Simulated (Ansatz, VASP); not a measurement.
## Two plane-wave programs on GaN

Contents of POSCAR:

```
GaN
1.0
    0.0000000000      2.2489367673      2.2489367673
    2.2489367673      0.0000000000      2.2489367673
    2.2489367673      2.2489367673      0.0000000000
Ga N
1 1
Direct
    0.0000000000      0.0000000000      0.0000000000
    0.7692541075      0.7435819642      0.7435819642
```

Contents of INCAR.step1:

```
SYSTEM = GaN
PREC = Accurate ; ENCUT = 520
ISMEAR = 0 ; SIGMA = 0.05
LREAL = .FALSE. ; LASPH = .TRUE.
NELM = 100 ; NBANDS = 16
GGA = PE ; ALGO = Normal
EDIFF = 1E-4 ; LWAVE = .TRUE.
LCHARG = .FALSE.
```

Contents of INCAR.step2:

```
SYSTEM = GaN
PREC = Accurate ; ENCUT = 520
EDIFF = 1E-6 ; ISMEAR = 0
SIGMA = 0.05 ; LREAL = .FALSE.
LASPH = .TRUE. ; NELM = 100
ALGO = Normal ; ISIF = 2
LWAVE = .FALSE. ; LCHARG = .TRUE.
METAGGA = R2SCAN ; LMIXTAU = .TRUE.
LELF = .TRUE. ; LVHAR = .TRUE.
NBANDS = 16 ; ISTART = 1
```

KPOINTS

```
regular mesh
0
G
  10 10 10
  0 0 0
```

Input for Ansatz:

```yaml
crystal:
  lattice:
    - [0.0, 2.2489367673, 2.2489367673]
    - [2.2489367673, 0.0, 2.2489367673]
    - [2.2489367673, 2.2489367673, 0.0]
  atoms:
    - { symbol: Ga, position: [0.0, 0.0, 0.0] }
    - { symbol: "N", position: [0.7692541075, 0.7435819642, 0.7435819642] }
basis:
  ecutwfc: 500
kpoints:
  mp_grid: { grid: [10, 10, 10] }
hamiltonian:
  xc: r2scan
scf:
  occupations: { method: gaussian, width: 0.05 }
output:
  forces: true
  stress: true
  eigenvalues: true
```

Change from the starting cell: all N atoms moved -0.050 Å, as atom 2 towards its neighbour atom 1 (Ga) at 1.948 Å.

Alike in both runs: task single point; functional r2SCAN; k mesh 10 × 10 × 10; occupations gaussian, width 0.05 eV; no spin polarisation.

|  | VASP | Ansatz |
| --- | --- | --- |
| version | VASP 6.6.1 | Ansatz 0.2.0 |
| potentials or method | VASP PAW PBE potentials, release 64 (Ga_d, N), cutoff 520 eV | scalar-relativistic, plane waves, PAW |
| valence electrons in the cell | 18 | 18 |

```csv
,VASP,Ansatz,Ansatz less VASP
gap on the k mesh at the Fermi level (eV),2.06,2.06,+0.007
least direct gap on the mesh (eV),2.06,2.06,+0.007
pressure (GPa),1.3,0.2,-1.06
"traceless stress, the component that is largest in VASP (GPa)",1.61,1.49,-0.112
rms of the force components (eV/Å),0.335,0.325,-0.0103
```

VASP's potentials were made for PBE, not for r2SCAN. Atom by atom the forces differ by 0.010 eV/Å (rms over components). With one functional, cell and mesh, what is left measures potentials, basis and numerics.
